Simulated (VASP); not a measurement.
# KCl (I4/mmm) in VASP: further runs

The runs below take KCl through single point, with PBEsol.

Program: VASP 6.6.1. These are calculated values, not measurements. Logs are shortened: lines on timing, memory, paths and dates and some standing lists are left out, and cuts for length are marked.

### 1 The cell of the first run

The structure is tetragonal, space group I4/mmm (No. 139). The conventional cell has a = 4.285 Å, b = 4.285 Å, c = 6.312 Å, α = 90.00°, β = 90.00°, γ = 90.00°. Within 4.0 Å of K (site symmetry 4/mmm) lie 6 Cl at 3.03 to 3.16 Å. Within 4.0 Å of Cl (site symmetry 4/mmm) lie 6 K at 3.03 to 3.16 Å.

### 2 Single point, PBEsol (strain -0.040 along x and y, +0.000 along z)

Contents of INCAR:

```
SYSTEM = KCl
PREC     = Accurate       ! precision mode
ENCUT    = 520            ! plane-wave cutoff, eV
EDIFF    = 1E-6           ! SCF threshold, eV
ISMEAR   = 0              ! smearing method
SIGMA    = 0.05           ! smearing width, eV
LREAL    = .False.        ! projectors in reciprocal space
LASPH    = .True.         ! aspherical terms in the spheres
NELM     = 80             ! most SCF steps
ALGO     = Normal         ! electronic algorithm
ISIF     = 2              ! what is computed and relaxed
LWAVE    = .False.        ! write WAVECAR
LCHARG   = .False.        ! write CHGCAR
GGA      = PS             ! functional
NBANDS   = 15             ! bands
```

Contents of KPOINTS:

```
Automatic mesh
0
Gamma
  6 6 6
  0 0 0
```

Contents of POSCAR:

```
KCl
1.0
    0.0000000000      3.0298560000      3.1561000000
    3.0298560000      0.0000000000      3.1561000000
    3.0298560000      3.0298560000      0.0000000000
K Cl
1 1
Direct
    0.0000000000      0.0000000000      0.0000000000
    0.5000000000      0.5000000000      0.5000000000
```

Potentials or basis: VASP PAW PBE potentials, release 64 (K_sv, Cl).

The run is started by

```console
> cat potpaw_PBE.64/K_sv/POTCAR potpaw_PBE.64/Cl/POTCAR > POTCAR
> mpirun -np 1 vasp_std > vasp.out
```

OUTCAR:

```text
SYSTEM = KCl
   PREC = Accurate
   ENCUT = 520
   EDIFF = 1E-6
   ISMEAR = 0
   LREAL = .False.
   LASPH = .True.
   NELM = 80
   ISIF = 2
   GGA = PS

 ion  position               nearest neighbor table
   1  0.000  0.000  0.000-   2 3.03   2 3.03   2 3.03   2 3.03   2 3.16   2 3.16
   2  0.500  0.500  0.500-   1 3.03   1 3.03   1 3.03   1 3.03   1 3.16   1 3.16

  LATTYP: Found a body centered tetragonal cell.
 ALAT       =     4.2848634472
 C/A-ratio  =     1.4731391275

  Lattice vectors:

 A1 = (  -3.0298560000,   0.0000000000,   3.1561000000)
 A2 = (   3.0298560000,   0.0000000000,   3.1561000000)
 A3 = (   0.0000000000,   3.0298560000,  -3.1561000000)

Analysis of symmetry for initial positions (statically):
=====================================================================
 Subroutine PRICEL returns:
 Original cell was already a primitive cell.

 Routine SETGRP: Setting up the symmetry group for a
 body centered tetragonal supercell.

 Subroutine GETGRP returns: Found 16 space group operations
 (whereof 16 operations were pure point group operations)
 out of a pool of 16 trial point group operations.

The static configuration has the point symmetry D_4h.

Analysis of symmetry for dynamics (positions and initial velocities):
=====================================================================
 Subroutine PRICEL returns:
 Original cell was already a primitive cell.

 Routine SETGRP: Setting up the symmetry group for a
 body centered tetragonal supercell.

 Subroutine GETGRP returns: Found 16 space group operations
 (whereof 16 operations were pure point group operations)
 out of a pool of 16 trial point group operations.

The dynamic configuration has the point symmetry D_4h.

 Subroutine INISYM returns: Found 16 space group operations
 (whereof 16 operations are pure point group operations),
 and found     1 'primitive' translations

----------------------------------------------------------------------------------------

                                     Primitive cell

  volume of cell :      57.9462

  direct lattice vectors                    reciprocal lattice vectors
     0.000000000  3.029856000  3.156100000    -0.165024344  0.165024344  0.158423371
     3.029856000  0.000000000  3.156100000     0.165024344 -0.165024344  0.158423371
     3.029856000  3.029856000  0.000000000     0.165024344  0.165024344 -0.158423371

  length of vectors
     4.375042239  4.375042239  4.284863447     0.282070971  0.282070971  0.282070971

  position of ions in fractional coordinates (direct lattice)
     0.000000000  0.000000000  0.000000000
     0.500000000  0.500000000  0.500000000

  ion indices of the primitive-cell ions
   primitive index   ion index
                 1           1
                 2           2

----------------------------------------------------------------------------------------

 KPOINTS: Automatic mesh

Automatic generation of k-mesh.
 Grid dimensions read from file:
 generate k-points for:    6    6    6

 Generating k-lattice:

  Cartesian coordinates                     Fractional coordinates (reciprocal lattice)
    -0.027504057  0.027504057  0.026403895     0.166666667  0.000000000  0.000000000
     0.027504057 -0.027504057  0.026403895     0.000000000  0.166666667  0.000000000
     0.027504057  0.027504057 -0.026403895     0.000000000  0.000000000  0.166666667

  Length of vectors
     0.047011829  0.047011829  0.047011829

  Shift w.r.t. Gamma in fractional coordinates (k-lattice)
     0.000000000  0.000000000  0.000000000

 Subroutine IBZKPT returns following result:
 ===========================================

 Found     30 irreducible k-points:

 Following reciprocal coordinates:
            Coordinates               Weight
  0.000000  0.000000  0.000000      1.000000
  0.166667  0.000000  0.000000      8.000000
  0.333333 -0.000000  0.000000      8.000000
  0.500000  0.000000  0.000000      4.000000
  0.166667  0.166667  0.000000      2.000000
  0.333333  0.166667  0.000000      8.000000
[... 16 lines left out ...]
  0.333333  0.000000  0.333333      4.000000
  0.500000  0.000000  0.333333     16.000000
 [... further k-points ...]
   k-points           NKPTS =     30   k-points in BZ     NKDIM =     30   number of bands    NBANDS=     15
   number of dos      NEDOS =    301   number of ions     NIONS =      2
   total plane-waves  NPLWV =  41472
   dimension x,y,z NGX =    36 NGY =   36 NGZ =   32
   dimension x,y,z NGXF=    72 NGYF=   72 NGZF=   64
   ions per type =               1   1
   NGX,Y,Z   is equivalent  to a cutoff of  13.68, 13.68, 12.42 a.u.
   NGXF,Y,Z  is equivalent  to a cutoff of  27.36, 27.36, 24.83 a.u.
 SYSTEM =  KCl
   PREC   = accura    normal or accurate (medium, high low for compatibility)
   ISTART =      0    job   : 0-new  1-cont  2-samecut
   ICHARG =      2    charge: 1-file 2-atom 10-const
   ISPIN  =      1    spin polarized calculation?
   LNONCOLLINEAR =      F non collinear calculations
   LSORBIT =      F    spin-orbit coupling
   LASPH  =      T    aspherical Exc in radial PAW
   ENCUT  =  520.0 eV  38.22 Ry    6.18 a.u.   8.13  8.13  7.97*2*pi/ulx,y,z
   NELM   =     80;   NELMIN=  2; NELMDL= -5     # of ELM steps
   EDIFF  = 0.1E-05   stopping-criterion for ELM
   LREAL  =      F    real-space projection
   EDIFFG = 0.1E-04   stopping-criterion for IOM
   NSW    =      0    number of steps for IOM
   IBRION =     -1    ionic relax: 0-MD 1-quasi-New 2-CG
   NFREE  =      0    steps in history (QN), initial steepest desc. (CG)
   ISIF   =      2    stress and relaxation
   ISYM   =      2    0-nonsym 1-usesym 2-fastsym
   POTIM  = 0.5000    time-step for ionic-motion
   TEBEG  =    0.0;   TEEND  =   0.0 temperature during run
   PSTRESS=    0.0 pullay stress
   NELECT =      16.0000    total number of electrons
   NUPDOWN=      -1.0000    fix difference up-down
   EMIN   =  10.00;   EMAX   =-10.00  energy-range for DOS
   EFERMI =   0.00;   METHOD = LEGACY
   ISMEAR =     0;   SIGMA  =   0.05  broadening in eV -4-tet -1-fermi 0-gaus
   EFERMI_NEDOS =   21; number of points for ismear=-14 and -15
   IALGO  =     38    algorithm
   IMIX   =      4    mixing-type and parameters
     AMIX     =   0.40;   BMIX     =  1.00
     AMIX_MAG =   1.60;   BMIX_MAG =  1.00
  volume/ion in A,a.u.               =      28.97       195.52
  Fermi-wavevector in a.u.,A,eV,Ry     =   1.066039  2.014522 15.462204  1.136440
  Thomas-Fermi vector in A             =   2.201611
   LORBIT       =      0    0 simple, 1 ext, 2 COOP (PROOUT), +10 PAW based schemes
   GGA     = PS    functional components
   LHFCALC =     F    Hartree Fock is set to
   AEXX    =    0.0000 exact exchange contribution
   IVDW    =     0    specifies the selected vdW correction
   LEPSILON=     F    determine dielectric tensor
   LRPA    =     F    only Hartree local field effects (RPA)
 non-spin polarized calculation
 Gauss-broadening in eV      SIGMA  =   0.05
  energy-cutoff  :      520.00
  volume of cell :       57.95
 maximum number of plane-waves:      1581
 NGX is ok and might be reduce to    36
   NGX = 17   NGY = 17   NGZ = 15

 number of electron      15.9999999 magnetization

 Free energy of the ion-electron system (eV)
  ---------------------------------------------------
  ext. energy  EPLUGINS =         0.00000000
  ---------------------------------------------------
  free energy    TOTEN  =        -7.00317326 eV

  energy without entropy =       -7.00317326  energy(sigma->0) =       -7.00317326

 E-fermi :  -1.3090     XC(G=0):  -8.0353

 val. band max:       -1.5887525211   @ k =   0.0000   0.0000   0.0000
 cond. band min:       3.6501178217   @ k =   0.0000   0.0000   0.0000
 fundamental gap:      5.2388703428
 Fermi energy:        -1.3090394466

 k-point     1 :       0.0000    0.0000    0.0000
  band No.  band energies     occupation
      1     -28.4760      2.00000
      2     -13.7863      2.00000
      3     -12.0076      2.00000
      4     -12.0076      2.00000
      5     -12.0024      2.00000
      6      -1.6301      2.00000
      7      -1.5888      2.00000
      8      -1.5888      2.00000
      9       3.6501      0.00000
     10       6.5207      0.00000
     11       6.8080      0.00000
     12       6.8080      0.00000
     13       7.5565      0.00000
     14       7.7384      0.00000
     15      11.3875      0.00000

 k-point     2 :       0.1667    0.0000    0.0000
  band No.  band energies     occupation
      1     -28.4719      2.00000
      2     -13.8484      2.00000
      3     -12.0088      2.00000
      4     -12.0081      2.00000
      5     -11.9267      2.00000
      6      -1.9716      2.00000
      7      -1.7207      2.00000
      8      -1.6993      2.00000
      9       4.3334      0.00000
     10       6.5226      0.00000
     11       7.0141      0.00000
     12       7.1721      0.00000
     13       7.9734      0.00000
     14       8.1761      0.00000
     15      12.4279      0.00000

 k-point     3 :       0.3333   -0.0000    0.0000
  band No.  band energies     occupation
      1     -28.4637      2.00000
      2     -13.9598      2.00000
      3     -12.0195      2.00000
      4     -12.0092      2.00000
      5     -11.7783      2.00000
      6      -2.5719      2.00000
      7      -1.9153      2.00000
      8      -1.9065      2.00000
      9       5.5549      0.00000
     10       6.7055      0.00000
     11       8.0420      0.00000
     12       8.1693      0.00000
     13       9.0152      0.00000
     14       9.2799      0.00000
     15      11.5675      0.00000
[... 343 lines left out ...]
 k-point    23 :       0.3333    0.0000    0.3333
  band No.  band energies     occupation
      1     -28.4593      2.00000
      2     -13.8032      2.00000
      3     -12.0776      2.00000
      4     -12.0548      2.00000
      5     -11.9847      2.00000
      6      -2.4176      2.00000
      7      -1.8288      2.00000
      8      -1.8108      2.00000
      9       5.0632      0.00000
     10       5.9094      0.00000
     11       8.4219      0.00000
     12       9.3392      0.00000
     13       9.4501      0.00000
     14       9.4508      0.00000
     15      10.5941      0.00000

 k-point    24 :       0.5000    0.0000    0.3333
  band No.  band energies     occupation
      1     -28.4554      2.00000
      2     -13.7644      2.00000
      3     -12.1389      2.00000
      4     -12.0684      2.00000
      5     -12.0017      2.00000
      6      -2.3407      2.00000
      7      -2.0122      2.00000
      8      -1.8999      2.00000
      9       5.1788      0.00000
     10       6.9512      0.00000
     11       8.5139      0.00000
     12       9.0048      0.00000
     13       9.3284      0.00000
     14       9.9693      0.00000
     15      10.6180      0.00000

 [... further k-points ...]

------------------------ aborting loop because EDIFF is reached ----------------------------------------

  FORCE on cell =-STRESS in cart. coord.  units (eV):
  Direction    XX          YY          ZZ          XY          YZ          ZX
  --------------------------------------------------------------------------------------
  -------------------------------------------------------------------------------------
  Total        0.6573359      0.6573359     -0.0192059      0.0000000     -0.0000000      0.0000000
  in kB       18.1749494     18.1749494     -0.5310321      0.0000000     -0.0000000      0.0000000
  external PRESSURE =      11.9396222 kB  Pullay stress =       0.0000000 kB

 VOLUME and BASIS-vectors are now :
 -----------------------------------------------------------------------------
  energy-cutoff  :      520.00
  volume of cell :       57.95
      direct lattice vectors                 reciprocal lattice vectors
     0.000000000  3.029856000  3.156100000    -0.165024344  0.165024344  0.158423371
     3.029856000  0.000000000  3.156100000     0.165024344 -0.165024344  0.158423371
     3.029856000  3.029856000  0.000000000     0.165024344  0.165024344 -0.158423371

 POSITION                                       TOTAL-FORCE (eV/Angst)
 -----------------------------------------------------------------------------------
      0.00000      0.00000      0.00000         0.000000      0.000000      0.000000
      3.02986      3.02986      3.15610        -0.000000     -0.000000     -0.000000
 -----------------------------------------------------------------------------------
    total drift:                                0.000000      0.000000      0.000000

  FREE ENERGIE OF THE ION-ELECTRON SYSTEM (eV)
  ---------------------------------------------------
  free  energy   TOTEN  =        -7.0031732625 eV

  energy  without entropy=       -7.0031732625  energy(sigma->0) =       -7.00317326
```

It took 11 s on 1 thread of Intel Xeon 6975P-C (Granite Rapids), shared host; peak memory 0.19 GiB.

What came out:

```
Free energy            : -7.0032 eV
Pressure               : 1.2 GPa
Band gap on the k mesh : 5.24 eV, direct
```

Caveat: the cell differs from its parent crystal (strain -0.040 along x and y, +0.000 along z); the PAW data sets were made with another functional, which shifts forces and pressure a little.

### 3 Single point, PBEsol (strain +0.000 along x and y, +0.040 along z)

Contents of INCAR:

```
SYSTEM = KCl
ALGO = Normal ; EDIFF = 1E-7
ENCUT = 520 ; GGA = PS
ISIF = 2 ; ISMEAR = 0
LASPH = .TRUE. ; LCHARG = .TRUE.
LELF = .TRUE. ; LREAL = .FALSE.
LVHAR = .TRUE. ; LWAVE = .FALSE.
NBANDS = 15 ; NELM = 60
PREC = Accurate ; SIGMA = 0.05
```

Contents of KPOINTS:

```
k-points
0
G
  6 6 6
  0 0 0
```

Contents of POSCAR:

```
KCl
1.0
    0.0000000000      3.1561000000      3.2823440000
    3.1561000000      0.0000000000      3.2823440000
    3.1561000000      3.1561000000      0.0000000000
K Cl
1 1
Direct
    0.0000000000      0.0000000000      0.0000000000
    0.5000000000      0.5000000000      0.5000000000
```

Potentials or basis: VASP PAW PBE potentials, release 64 (K_sv, Cl).

The run is started by

```console
> cat potpaw_PBE.64/K_sv/POTCAR potpaw_PBE.64/Cl/POTCAR > POTCAR
> mpirun -np 1 vasp_std > vasp.out
```

Run time: 30 s. Hardware: 1 thread of Intel Xeon Platinum 8488C (Sapphire Rapids), shared host; peak memory 0.2 GiB.

The run converged. Its results:

```
Free energy            : -7.0036 eV
Pressure               : -1.0 GPa
Band gap on the k mesh : 4.87 eV, direct
```

Stress tensor (GPa, compression positive):
```
-0.72  0.00  0.00
 0.00 -0.72  0.00
 0.00  0.00 -1.60
```

Levels at points of the mesh, in eV from the valence-band top:
| k point | band 6 | band 7 | band 8 | band 9 | band 10 | band 11 |
| --- | --- | --- | --- | --- | --- | --- |
| (0.00, 0.00, 0.00) | -0.02 | 0.00 | 0.00 | 4.87 | 8.11 | 8.35 |
| (0.50, 0.00, 0.00) | -1.01 | -0.30 | -0.30 | 7.29 | 8.29 | 10.29 |
| (0.50, 0.50, 0.00) | -0.68 | -0.19 | -0.19 | 6.47 | 7.98 | 9.46 |
| (0.50, 0.00, 0.50) | -0.63 | -0.24 | -0.23 | 6.43 | 8.03 | 9.71 |

Caveat: the cell differs from its parent crystal (strain +0.000 along x and y, +0.040 along z); the PAW data sets were made with another functional, which shifts forces and pressure a little.

### 4 Single point, PBEsol (strain +0.040 along x and y, +0.080 along z)

Contents of INCAR:

```
  ALGO = Normal
  EDIFF = 1E-6
  ENCUT = 520
  GGA = PS
  ISIF = 2
  ISMEAR = 0
  LASPH = True
  LCHARG = False
  LREAL = False
  LWAVE = False
  NBANDS = 15
  NELM = 100
  PREC = Accurate
  SIGMA = 0.05
```

Contents of KPOINTS:

```
k-points
0
Gamma
  6 6 6
```

Contents of POSCAR:

```
KCl
1.0
    0.0000000000      3.2823440000      3.4085880000
    3.2823440000      0.0000000000      3.4085880000
    3.2823440000      3.2823440000      0.0000000000
K Cl
1 1
Direct
    0.0000000000      0.0000000000      0.0000000000
    0.5000000000      0.5000000000      0.5000000000
```

The run is started by

```console
> cat potpaw_PBE.64/K_sv/POTCAR potpaw_PBE.64/Cl/POTCAR > POTCAR
> mpirun -np 1 vasp_std > vasp.out
```

Wall time 24 s (1 thread of Intel Xeon Platinum 8488C (Sapphire Rapids), shared host); peak memory 0.2 GiB.

The run converged. Its results:

```yaml
Free_energy: -6.9226 eV
Pressure: -2.1 GPa
Band_gap_on_the_k_mesh: 4.55 eV, direct
```

Stress tensor (GPa, compression positive):
```
-2.03  0.00  0.00
 0.00 -2.03  0.00
 0.00  0.00 -2.34
```

Levels at points of the mesh, in eV from the valence-band top:
```tsv
k point	band 4	band 5	band 6	band 7	band 8	band 9	band 10	band 11	band 12	band 13
(0.00, 0.00, 0.00)	-10.99	-10.99	0.00	0.00	0.00	4.55	8.04	8.26	8.26	8.90
(0.50, 0.00, 0.00)	-11.00	-10.82	-0.82	-0.23	-0.22	6.98	7.84	9.90	9.98	10.57
(0.50, 0.50, 0.00)	-11.02	-11.02	-0.57	-0.17	-0.17	6.54	7.50	8.86	9.79	9.92
(0.50, 0.00, 0.50)	-11.03	-11.03	-0.55	-0.21	-0.19	6.50	7.57	9.09	9.86	9.91
```

Caveat: the cell differs from its parent crystal (strain +0.040 along x and y, +0.080 along z); the PAW data sets were made with another functional, which shifts forces and pressure a little.

### 5 Overview

```csv
cell,gap on the mesh (eV),pressure (GPa)
"a = 4.375, b = 4.375, c = 4.285 Å, angles 60.7, 60.7, 58.6°, 2 atoms",5.24,1.2
"a = 4.554, b = 4.554, c = 4.463 Å, angles 60.7, 60.7, 58.7°, 2 atoms",4.87,-1.0
"a = 4.732, b = 4.732, c = 4.642 Å, angles 60.6, 60.6, 58.7°, 2 atoms",4.55,-2.1
```

Alike in all rows: task single point; level PBEsol; potentials or basis VASP PAW PBE potentials, release 64 (K_sv, Cl); no spin polarisation; k mesh 6 × 6 × 6; cutoff (eV) 520; smearing gaussian 0.05 eV.

Caveats: the PAW data sets were made with another functional, which shifts forces and pressure a little.

Total energies depend on the potentials used, so only differences within one code and one set of settings carry meaning.
